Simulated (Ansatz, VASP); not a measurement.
**One calculation of CaO, two programs**

```xyz
2
Lattice="0.0649 2.6185 2.6185 2.6185 0.0649 2.6185 2.6185 2.6185 0.0649" Properties=species:S:1:pos:R:3 pbc="T T T"
Ca    0.0120    0.0120    0.0120
O     1.3135    1.3135    1.3135
```

Change from the starting cell: epitaxial_111 strain -2.0%.

Alike in both runs: task single point; functional HSE06; k mesh 6 × 6 × 6; no spin polarisation.

|  | VASP | Ansatz |
| --- | --- | --- |
| version | VASP 6.6.1 | Ansatz 0.2.0 |
| potentials or method | VASP PAW PBE potentials, release 64 (Ca_sv, O) | plane waves, PAW |
| plane-wave cutoff (eV) | 520 | 420 |
| occupations | gaussian, width 0.01 eV | fixed |
| valence electrons in the cell | 16 | 16 |

|  | VASP | Ansatz | Ansatz less VASP |
| --- | --- | --- | --- |
| gap on the k mesh at the Fermi level (eV) | 4.77 | 4.79 | +0.016 |
| pressure (GPa) | 2.7 | 2.1 | -0.63 |
| traceless stress, the component that is largest in VASP (GPa) | -1.04 | -1.04 | 0.000 |
| rms of the force components (eV/Å) | 0.004 | 0.009 | +0.0044 |

Atom by atom the forces differ by 0.004 eV/Å (rms over components). Ansatz's warnings: stress exchange threshold loose, stress scf threshold loose.
